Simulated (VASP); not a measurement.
A run of VASP 6.6.1 is set up as follows.

The input INCAR:

```
PREC = Accurate
ENCUT = 520
EDIFF = 1E-6
ISMEAR = -1
SIGMA = 0.08
LREAL = F
LASPH = T
NELM = 80
ALGO = Normal
ISIF = 2
LWAVE = F
LCHARG = F
GGA = PS
NBANDS = 14
```

File KPOINTS:

```
Automatic mesh
0
Gamma
  15 15 15
```

Contents of POSCAR:

```
HfN
1.0
    0.0000000000      2.0894181926      2.0894181926
    2.0894181926      0.0000000000      2.0894181926
    2.0894181926      2.0894181926      0.0000000000
Hf N
1 1
Direct
    0.0000000000      0.0000000000      0.0000000000
    0.5000000000      0.5000000000      0.5000000000
```

Potentials or basis: VASP PAW PBE potentials, release 64 (Hf_pv, N).

Run with:

```bash
$ cat potpaw_PBE.64/Hf_pv/POTCAR potpaw_PBE.64/N/POTCAR > POTCAR
$ mpirun -np 1 vasp_std > vasp.out
```

(1) Predict the pressure.

## Answers

(1) 100.3 GPa.

Caveat: the PAW data sets were made with another functional, which shifts forces and pressure a little.
